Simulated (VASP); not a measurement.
The system is SbSe2.

```xyz
3
Lattice="3.8601 0.0000 0.0000 0.0000 3.8601 0.0000 0.0000 0.0000 5.4883" Properties=species:S:1:pos:R:3 pbc="T T T"
Sb    0.0000    0.0000    0.0000
Se    1.9301    1.9301    1.4035
Se    1.9301    1.9301    4.0848
```

The cell was generated, and may not be a known phase.

| Property | Result |
| --- | --- |
| Program | VASP 6.6.1 |
| Task | relaxation of cell and atoms |
| Functional | PBE |
| Potentials or basis | VASP PAW PBE potentials, release 64 (Sb, Se) |
| Cutoff | 600 eV |
| k mesh | 12 × 12 × 8 |
| Occupations | gaussian, width 0.1 eV |
| Spin | no spin polarisation |

At the start: pressure 0.4 GPa; volume 27.26 Å³/atom.

Question: How do energy, volume and symmetry change on relaxing?

Answer: Over 5 steps the energy falls by 15.1 meV/atom and the volume is 27.31 Å³/atom (+0.2 %); space group P4/mmm (No. 123, to 0.1 Å) before and after.

Step by step:
```
step  energy change (eV)  largest force (eV/Å)  pressure (GPa)  volume (Å³)
   1              0.0000                0.1250            0.42        81.78
   2             -0.0443                0.0222           -0.45        82.57
   3             -0.0443                0.0237           -0.45        82.58
   4             -0.0451                0.0128            0.19        81.67
   5             -0.0453                0.0021            0.00        81.93
```

Final structure:
```yaml
crystal:
  lattice:
    - [3.80094, 0.00000, 0.00000]
    - [0.00000, 3.80094, 0.00000]
    - [0.00000, 0.00000, 5.67093]
  atoms:
    - { symbol: Sb, position: [0.00000, 0.00000, 0.00000] }
    - { symbol: Se, position: [0.50000, 0.50000, 0.25672] }
    - { symbol: Se, position: [0.50000, 0.50000, 0.74328] }
```

Caveat: an odd number of electrons without spin polarisation forces a metal; a magnetic or distorted state may lie lower.
